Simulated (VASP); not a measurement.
# IrO2 (P4_2/mnm) in VASP: single point with PBE

Aim: the single point of IrO2 with PBE.

All numbers are computed with VASP 6.6.1; they aren't measurements. Logs are shortened: lines on timing, memory, paths and dates and some standing lists are left out, and cuts for length are marked.

**1. The cell of the first run**

Symmetry: P4_2/mnm, No. 136, tetragonal system. The conventional cell has a = 4.569 Å, b = 4.569 Å, c = 3.125 Å, α = 90.00°, β = 90.00°, γ = 90.00°. Within 2.6 Å of Ir (site symmetry mmm) lie 6 O at 1.95 to 2.02 Å. Within 2.6 Å of O (site symmetry m2m) lie 3 Ir at 1.95 to 2.02 Å and 1 O at 2.57 Å.

**2. Single point, PBE (c/a of the conventional cell at fixed volume 0.6839)**

Input file INCAR:

```
  PREC = Accurate
  ENCUT = 600
  EDIFF = 1E-6
  ISMEAR = 0
  SIGMA = 0.15
  LREAL = False
  LASPH = True
  NELM = 120
  ALGO = Normal
  ISIF = 2
  LWAVE = False
  LCHARG = False
  GGA = PE
  NBANDS = 30
  GGA_COMPAT = False
```

Input file KPOINTS:

```
regular mesh
0
Gamma
  10 10 12
```

Input file POSCAR:

```
IrO2
1.0
    4.5688985183      0.0000000000      0.0000000000
    0.0000000000      4.5688985183      0.0000000000
    0.0000000000      0.0000000000      3.1246696966
Ir O
2 4
Direct
    0.0000000000      0.0000000000      0.0000000000
    0.5000000000      0.5000000000      0.5000000000
    0.3010202665      0.3010202665      0.0000000000
    0.1989797335      0.8010202665      0.5000000000
    0.6989797335      0.6989797335      0.0000000000
    0.8010202665      0.1989797335      0.5000000000
```

Potentials or basis: VASP PAW PBE potentials, release 64 (Ir, O).

Launch:

```bash
$ cat potpaw_PBE.64/Ir/POTCAR potpaw_PBE.64/O/POTCAR > POTCAR
$ mpirun -np 1 vasp_std > vasp.out
```

OUTCAR:

```text
PREC = Accurate
   ENCUT = 600
   EDIFF = 1E-6
   ISMEAR = 0
   LREAL = False
   LASPH = True
   NELM = 120
   ISIF = 2
   GGA = PE

 ion  position               nearest neighbor table
   1  0.000  0.000  0.000-   3 1.95   5 1.95   4 2.02   6 2.02   4 2.02   6 2.02
   2  0.500  0.500  0.500-   4 1.95   6 1.95   5 2.02   3 2.02   3 2.02   5 2.02
   3  0.301  0.301  0.000-   1 1.95   2 2.02   2 2.02
   4  0.199  0.801  0.500-   2 1.95   1 2.02   1 2.02
   5  0.699  0.699  0.000-   1 1.95   2 2.02   2 2.02
   6  0.801  0.199  0.500-   2 1.95   1 2.02   1 2.02

  LATTYP: Found a simple tetragonal cell.
 ALAT       =     4.5688985183
 C/A-ratio  =     0.6839000000

  Lattice vectors:

 A1 = (   4.5688985183,   0.0000000000,   0.0000000000)
 A2 = (   0.0000000000,   4.5688985183,   0.0000000000)
 A3 = (   0.0000000000,   0.0000000000,   3.1246696966)

Analysis of symmetry for initial positions (statically):
=====================================================================
 Subroutine PRICEL returns:
 Original cell was already a primitive cell.

 Routine SETGRP: Setting up the symmetry group for a
 simple tetragonal supercell.

 Subroutine GETGRP returns: Found 16 space group operations
 (whereof  8 operations were pure point group operations)
 out of a pool of 16 trial point group operations.

The static configuration has the point symmetry D_2h.
 The point group associated with its full space group is D_4h.

Analysis of symmetry for dynamics (positions and initial velocities):
=====================================================================
 Subroutine PRICEL returns:
 Original cell was already a primitive cell.

 Routine SETGRP: Setting up the symmetry group for a
 simple tetragonal supercell.

 Subroutine GETGRP returns: Found 16 space group operations
 (whereof  8 operations were pure point group operations)
 out of a pool of 16 trial point group operations.

The dynamic configuration has the point symmetry D_2h.
 The point group associated with its full space group is D_4h.

 Subroutine INISYM returns: Found 16 space group operations
 (whereof  8 operations are pure point group operations),
 and found     1 'primitive' translations

----------------------------------------------------------------------------------------

                                     Primitive cell

  volume of cell :      65.2270

  direct lattice vectors                    reciprocal lattice vectors
     4.568898518  0.000000000  0.000000000     0.218871134  0.000000000  0.000000000
     0.000000000  4.568898518  0.000000000     0.000000000  0.218871134  0.000000000
     0.000000000  0.000000000  3.124669697     0.000000000  0.000000000  0.320033827

  length of vectors
     4.568898518  4.568898518  3.124669697     0.218871134  0.218871134  0.320033827

  position of ions in fractional coordinates (direct lattice)
     0.000000000  0.000000000  0.000000000
     0.500000000  0.500000000  0.500000000
     0.301020266  0.301020266  0.000000000
     0.198979734  0.801020266  0.500000000
     0.698979734  0.698979734  0.000000000
     0.801020266  0.198979734  0.500000000

  ion indices of the primitive-cell ions
   primitive index   ion index
                 1           1
                 2           2
                 3           3
                 4           4
                 5           5
                 6           6

----------------------------------------------------------------------------------------

 KPOINTS: regular mesh

Automatic generation of k-mesh.
 Grid dimensions read from file:
 generate k-points for:   10   10   12

 Generating k-lattice:

  Cartesian coordinates                     Fractional coordinates (reciprocal lattice)
     0.021887113  0.000000000  0.000000000     0.100000000  0.000000000  0.000000000
     0.000000000  0.021887113  0.000000000     0.000000000  0.100000000  0.000000000
     0.000000000  0.000000000  0.026669486     0.000000000  0.000000000  0.083333333

  Length of vectors
     0.021887113  0.021887113  0.026669486

  Shift w.r.t. Gamma in fractional coordinates (k-lattice)
     0.000000000  0.000000000  0.000000000

 Subroutine IBZKPT returns following result:
 ===========================================

 Found    147 irreducible k-points:

 Following reciprocal coordinates:
            Coordinates               Weight
  0.000000  0.000000  0.000000      1.000000
  0.100000  0.000000  0.000000      4.000000
  0.200000  0.000000  0.000000      4.000000
  0.300000  0.000000  0.000000      4.000000
  0.400000  0.000000  0.000000      4.000000
  0.500000  0.000000  0.000000      2.000000
[... 16 lines left out ...]
  0.100000  0.000000  0.083333      8.000000
  0.200000  0.000000  0.083333      8.000000
 [... further k-points ...]
   k-points           NKPTS =    147   k-points in BZ     NKDIM =    147   number of bands    NBANDS=     30
   number of dos      NEDOS =    301   number of ions     NIONS =      6
   total plane-waves  NPLWV =  44800
   dimension x,y,z NGX =    40 NGY =   40 NGZ =   28
   dimension x,y,z NGXF=    80 NGYF=   80 NGZF=   56
   ions per type =               2   4
   NGX,Y,Z   is equivalent  to a cutoff of  14.55, 14.55, 14.90 a.u.
   NGXF,Y,Z  is equivalent  to a cutoff of  29.11, 29.11, 29.79 a.u.
 SYSTEM =  unknown system
   PREC   = accura    normal or accurate (medium, high low for compatibility)
   ISTART =      0    job   : 0-new  1-cont  2-samecut
   ICHARG =      2    charge: 1-file 2-atom 10-const
   ISPIN  =      1    spin polarized calculation?
   LNONCOLLINEAR =      F non collinear calculations
   LSORBIT =      F    spin-orbit coupling
   LASPH  =      T    aspherical Exc in radial PAW
   ENCUT  =  600.0 eV  44.10 Ry    6.64 a.u.   9.13  9.13  6.24*2*pi/ulx,y,z
   NELM   =    120;   NELMIN=  2; NELMDL= -5     # of ELM steps
   EDIFF  = 0.1E-05   stopping-criterion for ELM
   LREAL  =      F    real-space projection
   EDIFFG = 0.1E-04   stopping-criterion for IOM
   NSW    =      0    number of steps for IOM
   IBRION =     -1    ionic relax: 0-MD 1-quasi-New 2-CG
   NFREE  =      0    steps in history (QN), initial steepest desc. (CG)
   ISIF   =      2    stress and relaxation
   ISYM   =      2    0-nonsym 1-usesym 2-fastsym
   POTIM  = 0.5000    time-step for ionic-motion
   TEBEG  =    0.0;   TEEND  =   0.0 temperature during run
   PSTRESS=    0.0 pullay stress
   NELECT =      42.0000    total number of electrons
   NUPDOWN=      -1.0000    fix difference up-down
   EMIN   =  10.00;   EMAX   =-10.00  energy-range for DOS
   EFERMI =   0.00;   METHOD = LEGACY
   ISMEAR =     0;   SIGMA  =   0.15  broadening in eV -4-tet -1-fermi 0-gaus
   EFERMI_NEDOS =   21; number of points for ismear=-14 and -15
   IALGO  =     38    algorithm
   IMIX   =      4    mixing-type and parameters
     AMIX     =   0.40;   BMIX     =  1.00
     AMIX_MAG =   1.60;   BMIX_MAG =  1.00
  volume/ion in A,a.u.               =      10.87        73.36
  Fermi-wavevector in a.u.,A,eV,Ry     =   1.413673  2.671454 27.190843  1.998471
  Thomas-Fermi vector in A             =   2.535294
   LORBIT       =      0    0 simple, 1 ext, 2 COOP (PROOUT), +10 PAW based schemes
   GGA     = PE    functional components
   LHFCALC =     F    Hartree Fock is set to
   AEXX    =    0.0000 exact exchange contribution
   IVDW    =     0    specifies the selected vdW correction
   LEPSILON=     F    determine dielectric tensor
   LRPA    =     F    only Hartree local field effects (RPA)
 non-spin polarized calculation
 Gauss-broadening in eV      SIGMA  =   0.15
  energy-cutoff  :      600.00
  volume of cell :       65.23
 maximum number of plane-waves:      2204
 NGX is ok and might be reduce to    40
   NGX = 19   NGY = 19   NGZ = 13

 number of electron      41.9999992 magnetization

 Free energy of the ion-electron system (eV)
  ---------------------------------------------------
  ext. energy  EPLUGINS =         0.00000000
  ---------------------------------------------------
  free energy    TOTEN  =       -42.17828807 eV

  energy without entropy =      -42.14422136  energy(sigma->0) =      -42.16125471

 E-fermi :   5.9413     XC(G=0): -11.8897

 val. band max:        5.9309604653   @ k =   0.4000   0.4000   0.0833
 cond. band min:       5.9499852345   @ k =   0.4000   0.4000   0.1667
 fundamental gap:      0.0190247692
 Fermi energy:         5.9413200445

 k-point     1 :       0.0000    0.0000    0.0000
  band No.  band energies     occupation
      1     -15.0656      2.00000
      2     -13.8603      2.00000
      3     -12.9893      2.00000
      4     -12.9893      2.00000
      5      -3.7534      2.00000
      6      -3.4879      2.00000
[... 22 lines left out ...]
     29      14.4051      0.00000
     30      17.7545      0.00000

 k-point     2 :       0.1000    0.0000    0.0000
  band No.  band energies     occupation
      1     -15.0270      2.00000
      2     -13.8512      2.00000
      3     -13.0446      2.00000
      4     -13.0113      2.00000
      5      -3.6521      2.00000
      6      -3.4115      2.00000
[... 22 lines left out ...]
     29      14.4603      0.00000
     30      17.6784      0.00000

 k-point     3 :       0.2000    0.0000    0.0000
  band No.  band energies     occupation
      1     -14.9135      2.00000
      2     -13.8320      2.00000
      3     -13.1913      2.00000
      4     -13.0735      2.00000
      5      -3.3651      2.00000
      6      -3.1903      2.00000
[... 22 lines left out ...]
     29      14.6356      0.00000
     30      17.4527      0.00000

 k-point     4 :       0.3000    0.0000    0.0000
  band No.  band energies     occupation
      1     -14.7325      2.00000
      2     -13.8439      2.00000
      3     -13.3604      2.00000
      4     -13.1651      2.00000
      5      -2.9426      2.00000
      6      -2.8502      2.00000
[... 616 lines left out ...]
     29      14.6987      0.00000
     30      17.7371      0.00000

 k-point    23 :       0.1000    0.0000    0.0833
  band No.  band energies     occupation
      1     -14.9664      2.00000
      2     -13.8202      2.00000
      3     -13.0751      2.00000
      4     -13.0423      2.00000
      5      -3.5560      2.00000
      6      -3.3430      2.00000
[... 22 lines left out ...]
     29      14.7472      0.00000
     30      17.6707      0.00000

 k-point    24 :       0.2000    0.0000    0.0833
  band No.  band energies     occupation
      1     -14.8554      2.00000
      2     -13.7978      2.00000
      3     -13.2193      2.00000
      4     -13.1018      2.00000
      5      -3.2824      2.00000
      6      -3.1247      2.00000
[... 22 lines left out ...]
     29      14.9043      0.00000
     30      17.4743      0.00000

 [... further k-points ...]
[... 5 lines left out ...]
  --------------------------------------------------------------------------------------
  -------------------------------------------------------------------------------------
  Total        1.1947211      1.1947211      1.5752963      0.0000000      0.0000000      0.0000000
  in kB       29.3460712     29.3460712     38.6941848      0.0000000      0.0000000      0.0000000
  external PRESSURE =      32.4621091 kB  Pullay stress =       0.0000000 kB

 VOLUME and BASIS-vectors are now :
 -----------------------------------------------------------------------------
  energy-cutoff  :      600.00
  volume of cell :       65.23
      direct lattice vectors                 reciprocal lattice vectors
     4.568898518  0.000000000  0.000000000     0.218871134  0.000000000  0.000000000
     0.000000000  4.568898518  0.000000000     0.000000000  0.218871134  0.000000000
     0.000000000  0.000000000  3.124669697     0.000000000  0.000000000  0.320033827

 POSITION                                       TOTAL-FORCE (eV/Angst)
 -----------------------------------------------------------------------------------
      0.00000      0.00000      0.00000         0.000000      0.000000     -0.000000
      2.28445      2.28445      1.56233         0.000000      0.000000     -0.000000
      1.37533      1.37533      0.00000         0.756205      0.756205      0.000000
      0.90912      3.65978      1.56233        -0.756205      0.756205     -0.000000
      3.19357      3.19357      0.00000        -0.756205     -0.756205     -0.000000
      3.65978      0.90912      1.56233         0.756205     -0.756205     -0.000000
 -----------------------------------------------------------------------------------
    total drift:                                0.000000     -0.000000     -0.000000

  FREE ENERGIE OF THE ION-ELECTRON SYSTEM (eV)
  ---------------------------------------------------
  free  energy   TOTEN  =       -42.1782880659 eV

  energy  without entropy=      -42.1442213590  energy(sigma->0) =      -42.16125471
```

Wall time 8.2 min (1 thread of Intel Xeon 8259CL, shared host); peak memory 0.41 GiB.

What came out:

- Free energy: -42.1783 eV
- Pressure: 3.2 GPa
- Largest force: 1.069 eV/Å
- Band gap on the k mesh: zero (band 21 reaches 6.40 eV, above the bottom of band 22 at 5.23 eV)

Forces on the atoms (eV/Å):
```
Ir   0.000  0.000  0.000
Ir   0.000  0.000  0.000
O    0.756  0.756  0.000
O   -0.756  0.756  0.000
O   -0.756 -0.756  0.000
O    0.756 -0.756  0.000
```

Caveat: spin-orbit coupling is left out, which moves the levels of the heavy elements; forces of over 1 eV/Å act on the atoms, so gaps and moduli don't describe the material at rest.
